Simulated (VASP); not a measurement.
Set up this calculation in VASP 6.6.1, as the native input.

```yaml
Task: single point
Functional: PBE
Potentials_or_basis: VASP PAW PBE potentials, release 64 (Be)
Cutoff: 520 eV
k_mesh: 6 × 6 × 6
Occupations: gaussian, width 0.1 eV
Spin: no spin polarisation
Dipole_correction: no
Further_INCAR_settings: ALGO = Fast; EDIFF = 1e-07; NBANDS = 10
```

The structure of Be lies in POSCAR:

```
Be
1.0
   -1.9960001347      1.9960001347      1.9966618203
    1.9960001347     -1.9960001347      1.9966618203
    1.9960001347      1.9960001347     -1.9966618203
Be
3
Direct
    0.0000000000      0.0000000000      0.0000000000
    0.5000000000      0.0000000000      0.5000000000
    0.0000000000      0.5000000000      0.5000000000
```

One way to write it, as run:

INCAR

```
SYSTEM = Be
PREC     = Accurate       ! precision mode
ENCUT    = 520            ! plane-wave cutoff, eV
EDIFF    = 1E-7           ! SCF threshold, eV
ISMEAR   = 0              ! smearing method
SIGMA    = 0.1            ! smearing width, eV
LREAL    = .False.        ! projectors in reciprocal space
LASPH    = .True.         ! aspherical terms in the spheres
NELM     = 80             ! most SCF steps
ALGO     = Fast           ! electronic algorithm
ISIF     = 2              ! what is computed and relaxed
LWAVE    = .False.        ! write WAVECAR
LCHARG   = .True.         ! write CHGCAR
GGA      = PE             ! functional
LELF     = .True.         ! ELF
LVHAR    = .True.       
NBANDS   = 10             ! bands
```

KPOINTS

```
Automatic mesh
0
Gamma
  6 6 6
  0 0 0
```

Potentials or basis: VASP PAW PBE potentials, release 64 (Be).

Launch:

```console
$ cat potpaw_PBE.64/Be/POTCAR > POTCAR
$ mpirun -np 1 vasp_std > vasp.out
```

It gave:

* Pressure: 0.2 GPa
* Band gap on the k mesh: zero (band 3 reaches 5.52 eV, above the bottom of band 4 at 2.62 eV)

Caveat: the k points lie up to 0.37 Å⁻¹ apart.

Wall time 12 s on 1 thread of AMD EPYC 7R43 64-Core Processor (Zen 3), with other jobs on the host, peak memory 0.11 GiB.
